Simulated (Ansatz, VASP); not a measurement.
## Two plane-wave programs on In

The input INCAR:

```
SYSTEM = In
PREC     = Accurate       ! precision mode
ENCUT    = 520            ! plane-wave cutoff, eV
EDIFF    = 1E-7           ! SCF threshold, eV
ISMEAR   = 0              ! smearing method
SIGMA    = 0.15           ! smearing width, eV
LREAL    = .False.        ! projectors in reciprocal space
LASPH    = .True.         ! aspherical terms in the spheres
NELM     = 100            ! most SCF steps
ALGO     = Fast           ! electronic algorithm
ISIF     = 2              ! what is computed and relaxed
LWAVE    = .False.        ! write WAVECAR
LCHARG   = .True.         ! write CHGCAR
GGA      = PE             ! functional
LELF     = .True.         ! ELF
LVHAR    = .True.       
NBANDS   = 12             ! bands
```

Contents of KPOINTS:

```
Automatic mesh
0
Gamma
  18 18 18
  0 0 0
```

File POSCAR:

```
In
1.0
   -2.0331272592      2.0331272592      1.8825252400
    2.0331272592     -2.0331272592      1.8825252400
    2.0331272592      2.0331272592     -1.8825252400
In
1
Direct
    0.0000000000      0.0000000000      0.0000000000
```

Input for Ansatz:

```yaml
crystal:
  lattice:
    - [-2.0331272592, 2.0331272592, 1.88252524]
    - [2.0331272592, -2.0331272592, 1.88252524]
    - [2.0331272592, 2.0331272592, -1.88252524]
  atoms:
    - { symbol: In, position: [0.0, 0.0, 0.0] }
basis:
  ecutwfc: 420
kpoints:
  mp_grid: { grid: [18, 18, 18] }
hamiltonian:
  xc: pbe
scf:
  occupations: { method: gaussian, width: 0.15 }
output:
  forces: true
  stress: true
  eigenvalues: true
```

Change from the starting cell: strain +0.080 along x and y, +0.000 along z, atoms carried along.

Alike in both runs: task single point; functional PBE; k mesh 18 × 18 × 18; occupations gaussian, width 0.15 eV; no spin polarisation.

|  | VASP | Ansatz |
| --- | --- | --- |
| version | VASP 6.6.1 | Ansatz 0.2.0 |
| potentials or method | VASP PAW PBE potentials, release 64 (In_d), cutoff 520 eV | scalar-relativistic, plane waves, PAW |
| valence electrons in the cell | 13 | 13 |

|  | VASP | Ansatz | Ansatz less VASP |
| --- | --- | --- | --- |
| gap on the k mesh at the Fermi level (eV) | none | none | - |
| pressure (GPa) | -2.9 | -2.9 | -0.04 |

A gap of «none» marks a metal or a gap that the smearing closes.
